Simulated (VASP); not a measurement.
# TiO2 in VASP: further runs, part 2 of 2

VASP 6.6.1.

## (4) Single point, LDA

This run uses another cell than the first one, of 10.75 Å³/atom, 1.062 times its volume.

INCAR reads:

```
  PREC = Accurate
  ENCUT = 520
  EDIFF = 1E-7
  ISMEAR = -1
  SIGMA = 0.02
  LREAL = False
  LASPH = True
  NELM = 80
  ALGO = Normal
  ISIF = 2
  LWAVE = False
  LCHARG = False
  GGA = CA
  NBANDS = 33
```

KPOINTS reads:

```
regular mesh
0
Gamma
  6 6 9
```

POSCAR reads:

```
TiO2
1.0
    4.6453832298      0.0000000000      0.0000000000
    0.0000000000      4.6453832298      0.0000000000
    0.0000000000      0.0000000000      2.9885146097
Ti O
2 4
Direct
    0.5000000000      0.5000000000      0.0000000000
    0.0000000000      0.0000000000      0.5000000000
    0.6956786800      0.6956786800      0.5000000000
    0.8043213200      0.1956786800      0.0000000000
    0.1956786800      0.8043213200      0.0000000000
    0.3043213200      0.3043213200      0.5000000000
```

Potentials or basis: VASP PAW LDA potentials, release 64 (Ti_sv, O).

Started as:

```
> cat potpaw_LDA.64/Ti_sv/POTCAR potpaw_LDA.64/O/POTCAR > POTCAR
> mpirun -np 1 vasp_std > vasp.out
```

OUTCAR:

```text
PREC = Accurate
   ENCUT = 520
   EDIFF = 1E-7
   ISMEAR = -1
   LREAL = False
   LASPH = True
   NELM = 80
   ISIF = 2
   GGA = CA

 ion  position               nearest neighbor table
   1  0.500  0.500  0.000-   3 1.97   6 1.97   3 1.97   6 1.97   5 2.00   4 2.00
   2  0.000  0.000  0.500-   4 1.97   5 1.97   4 1.97   5 1.97   3 2.00   6 2.00
   3  0.696  0.696  0.500-   1 1.97   1 1.97   2 2.00
   4  0.804  0.196  0.000-   2 1.97   2 1.97   1 2.00
   5  0.196  0.804  0.000-   2 1.97   2 1.97   1 2.00
   6  0.304  0.304  0.500-   1 1.97   1 1.97   2 2.00

  LATTYP: Found a simple tetragonal cell.
 ALAT       =     4.6453832298
 C/A-ratio  =     0.6433300466

  Lattice vectors:

 A1 = (   4.6453832298,   0.0000000000,   0.0000000000)
 A2 = (   0.0000000000,   4.6453832298,   0.0000000000)
 A3 = (   0.0000000000,   0.0000000000,   2.9885146097)

Analysis of symmetry for initial positions (statically):
=====================================================================
 Subroutine PRICEL returns:
 Original cell was already a primitive cell.

 Routine SETGRP: Setting up the symmetry group for a
 simple tetragonal supercell.
[... 173 lines left out ...]
  free energy    TOTEN  =       -58.60459003 eV

  energy without entropy =      -58.60459003  energy(sigma->0) =      -58.60459003

 E-fermi :   4.6898     XC(G=0): -11.8231

 val. band max:        4.2294708197   @ k =   0.0000   0.0000   0.0000
 cond. band min:       5.9130012610   @ k =   0.0000   0.0000   0.0000
 fundamental gap:      1.6835304413
 Fermi energy:         4.6897827870

 k-point     1 :       0.0000    0.0000    0.0000
  band No.  band energies     occupation
      1     -52.0763      2.00000
      2     -52.0608      2.00000
      3     -28.7531      2.00000
      4     -28.7531      2.00000
      5     -28.6051      2.00000
      6     -28.6051      2.00000
[... 853 lines left out ...]
     32       9.2153      0.00000
     33      10.4976      0.00000

 [... further k-points ...]
[... 5 lines left out ...]
  --------------------------------------------------------------------------------------
  -------------------------------------------------------------------------------------
  Total       -5.1320182     -5.1320182     -6.8446320      0.0000000      0.0000000      0.0000000
  in kB     -127.4970964   -127.4970964   -170.0443513      0.0000000      0.0000000      0.0000000
  external PRESSURE =    -141.6795147 kB  Pullay stress =       0.0000000 kB

 VOLUME and BASIS-vectors are now :
 -----------------------------------------------------------------------------
  energy-cutoff  :      520.00
  volume of cell :       64.49
      direct lattice vectors                 reciprocal lattice vectors
     4.645383230  0.000000000  0.000000000     0.215267493  0.000000000  0.000000000
     0.000000000  4.645383230  0.000000000     0.000000000  0.215267493  0.000000000
     0.000000000  0.000000000  2.988514610     0.000000000  0.000000000  0.334614392

 POSITION                                       TOTAL-FORCE (eV/Angst)
 -----------------------------------------------------------------------------------
      2.32269      2.32269      0.00000         0.000000     -0.000000      0.000000
      0.00000      0.00000      1.49426         0.000000     -0.000000      0.000000
      3.23169      3.23169      1.49426        -0.162247     -0.162247      0.000000
      3.73638      0.90900      0.00000         0.162247     -0.162247      0.000000
      0.90900      3.73638      0.00000        -0.162247      0.162247     -0.000000
      1.41369      1.41369      1.49426         0.162247      0.162247     -0.000000
 -----------------------------------------------------------------------------------
    total drift:                                0.000000      0.000000      0.000000

  FREE ENERGIE OF THE ION-ELECTRON SYSTEM (eV)
  ---------------------------------------------------
  free  energy   TOTEN  =       -58.6045900349 eV

  energy  without entropy=      -58.6045900349  energy(sigma->0) =      -58.60459003
```

stdout:

```text
POSCAR found type information on POSCAR TiO
 POSCAR found :  2 types and       6 ions
 scaLAPACK will be used
 LDA part: xc-table for (Slater(with rela. corr.)+CA(PZ))
 , standard interpolation
 POSCAR, INCAR and KPOINTS ok, starting setup
 FFT: planning ... GRIDC
 FFT: planning ... GRID_SOFT
 FFT: planning ... GRID
 WAVECAR not read
 entering main loop
```

Run time: 77 s. Hardware: 1 thread of Intel Xeon Platinum 8375C at 2.90GHz (Ice Lake), shared host; peak memory 0.2 GiB.

What came out:

| Item | Value |
| --- | --- |
| Free energy | -58.6046 eV |
| Pressure | -14.2 GPa |
| Largest force | 0.229 eV/Å |
| Band gap on the k mesh | 1.68 eV, direct |

Forces in eV/Å, atoms in the order of the input:
```
Ti   0.000  0.000  0.000
Ti   0.000  0.000  0.000
O   -0.162 -0.162  0.000
O    0.162 -0.162  0.000
O   -0.162  0.162  0.000
O    0.162  0.162  0.000
```

Levels at points of the mesh, in eV from the valence-band top:
```
           k point  band 21  band 22  band 23  band 24  band 25  band 26  band 27  band 28
(0.00, 0.00, 0.00)    -0.71    -0.46    -0.46     0.00     1.68     1.94     2.21     2.30
(0.50, 0.00, 0.00)    -1.64    -1.64    -0.73    -0.73     2.32     2.32     2.81     2.81
(0.50, 0.50, 0.00)    -1.31    -1.31    -1.09    -1.09     1.72     1.72     2.32     2.32
```

## (5) Single point, LDA

This run uses another cell than the first one, of 10.44 Å³/atom, 1.031 times its volume.

INCAR reads:

```
  PREC = Accurate
  ENCUT = 520
  EDIFF = 1E-6
  ISMEAR = -1
  SIGMA = 0.02
  LREAL = False
  LASPH = True
  NELM = 60
  ALGO = Normal
  ISIF = 2
  LWAVE = False
  LCHARG = True
  LELF = True
  LVHAR = True
  NBANDS = 33
```

KPOINTS is that of step 4.

POSCAR reads:

```
TiO2
1.0
    4.5998373239      0.0000000000      0.0000000000
    0.0000000000      4.5998373239      0.0000000000
    0.0000000000      0.0000000000      2.9592135600
Ti O
2 4
Direct
    0.5000000000      0.5000000000      0.0337927622
    0.0000000000      0.0000000000      0.5000000000
    0.6956786800      0.6956786800      0.5000000000
    0.8043213200      0.1956786800      0.0000000000
    0.1956786800      0.8043213200      0.0000000000
    0.3043213200      0.3043213200      0.5000000000
```

Potentials or basis: VASP PAW LDA potentials, release 64 (Ti_sv, O).

Started as:

```
> cat potpaw_LDA.64/Ti_sv/POTCAR potpaw_LDA.64/O/POTCAR > POTCAR
> mpirun -np 1 vasp_std > vasp.out
```

OUTCAR:

```text
PREC = Accurate
   ENCUT = 520
   EDIFF = 1E-6
   ISMEAR = -1
   LREAL = False
   LASPH = True
   NELM = 60
   ISIF = 2

 ion  position               nearest neighbor table
   1  0.500  0.500  0.034-   3 1.88   6 1.88   5 1.98   4 1.98   3 2.03   6 2.03
   2  0.000  0.000  0.500-   4 1.95   5 1.95   4 1.95   5 1.95   3 1.98   6 1.98
   3  0.696  0.696  0.500-   1 1.88   2 1.98   1 2.03
   4  0.804  0.196  0.000-   2 1.95   2 1.95   1 1.98
   5  0.196  0.804  0.000-   2 1.95   2 1.95   1 1.98
   6  0.304  0.304  0.500-   1 1.88   2 1.98   1 2.03

  LATTYP: Found a simple tetragonal cell.
 ALAT       =     4.5998373239
 C/A-ratio  =     0.6433300466
[... 1068 lines left out ...]
  Total       -2.5052896     -2.5052896     -3.3730457      0.2741935      0.0000000      0.0000000
  in kB      -64.1072672    -64.1072672    -86.3120733      7.0162732      0.0000000      0.0000000
  external PRESSURE =     -71.5088692 kB  Pullay stress =       0.0000000 kB

 VOLUME and BASIS-vectors are now :
 -----------------------------------------------------------------------------
  energy-cutoff  :      520.00
  volume of cell :       62.61
      direct lattice vectors                 reciprocal lattice vectors
     4.599837324  0.000000000  0.000000000     0.217398993  0.000000000  0.000000000
     0.000000000  4.599837324  0.000000000     0.000000000  0.217398993  0.000000000
     0.000000000  0.000000000  2.959213560     0.000000000  0.000000000  0.337927622

 POSITION                                       TOTAL-FORCE (eV/Angst)
 -----------------------------------------------------------------------------------
      2.29992      2.29992      0.10000         0.000000      0.000000     -0.138355
      0.00000      0.00000      1.47961         0.000000      0.000000      0.040471
      3.20001      3.20001      1.47961         0.020884      0.020884      0.049165
      3.69975      0.90009      0.00000         0.078283     -0.078283     -0.000223
      0.90009      3.69975      0.00000        -0.078283      0.078283     -0.000223
      1.39983      1.39983      1.47961        -0.020884     -0.020884      0.049165
 -----------------------------------------------------------------------------------
    total drift:                                0.000000      0.000000      0.000511

  FREE ENERGIE OF THE ION-ELECTRON SYSTEM (eV)
  ---------------------------------------------------
  free  energy   TOTEN  =       -58.7280997251 eV

  energy  without entropy=      -58.7280997251  energy(sigma->0) =      -58.72809973
```

It took 87 s on 1 thread of Intel Xeon Platinum 8375C at 2.90GHz (Ice Lake), shared host; peak memory 0.22 GiB.

Results:

| Property | Result |
| --- | --- |
| Free energy | -58.7281 eV |
| Pressure | -7.2 GPa |
| Largest force | 0.138 eV/Å |
| Band gap on the k mesh | 1.83 eV, indirect (least direct gap 1.86 eV) |

Forces on the atoms (eV/Å):
```
Ti   0.000  0.000 -0.138
Ti   0.000  0.000  0.040
O    0.021  0.021  0.049
O    0.078 -0.078  0.000
O   -0.078  0.078  0.000
O   -0.021 -0.021  0.049
```

Stress tensor (GPa, compression positive):
```
-6.41  0.70  0.00
 0.70 -6.41  0.00
 0.00  0.00 -8.63
```

Levels at points of the mesh, in eV from the valence-band top:
| k point | band 20 | band 21 | band 22 | band 23 | band 24 | band 25 | band 26 | band 27 | band 28 | band 29 |
| --- | --- | --- | --- | --- | --- | --- | --- | --- | --- | --- |
| (0.00, 0.00, 0.00) | -2.01 | -0.75 | -0.52 | -0.47 | 0.00 | 1.86 | 2.13 | 2.36 | 2.44 | 2.55 |
| (0.50, 0.00, 0.00) | -2.99 | -1.69 | -1.62 | -0.76 | -0.75 | 2.38 | 2.48 | 3.05 | 3.08 | 3.53 |
| (0.50, 0.50, 0.00) | -2.21 | -1.40 | -1.30 | -1.12 | -1.10 | 1.83 | 1.97 | 2.46 | 2.56 | 3.79 |

A k mesh can miss the band edges. LDA gaps usually lie below the measured ones, often by a third to a half.

## (6) Overview

```csv
cell,gap on the mesh (eV),pressure (GPa),largest force (eV/Å)
"a = 4.553, b = 4.553, c = 2.929 Å, 6 atoms",1.82,-0.5,0.05
"a = 4.600, b = 4.600, c = 2.959 Å, 6 atoms",1.83,-7.2,0.14
"a = 4.645, b = 4.645, c = 2.989 Å, 6 atoms",1.68,-14.2,0.23
```

Some of these runs hold the atoms at other places in the same cell, which the table doesn't show; runs alike in all that it shows share one row.

Alike in all rows: task single point; level LDA; potentials or basis VASP PAW LDA potentials, release 64 (Ti_sv, O); no spin polarisation; k mesh 6 × 6 × 9; cutoff (eV) 520; smearing fermi-dirac 0.02 eV.

Total energies depend on the potentials used, so only differences within one code and one set of settings carry meaning.
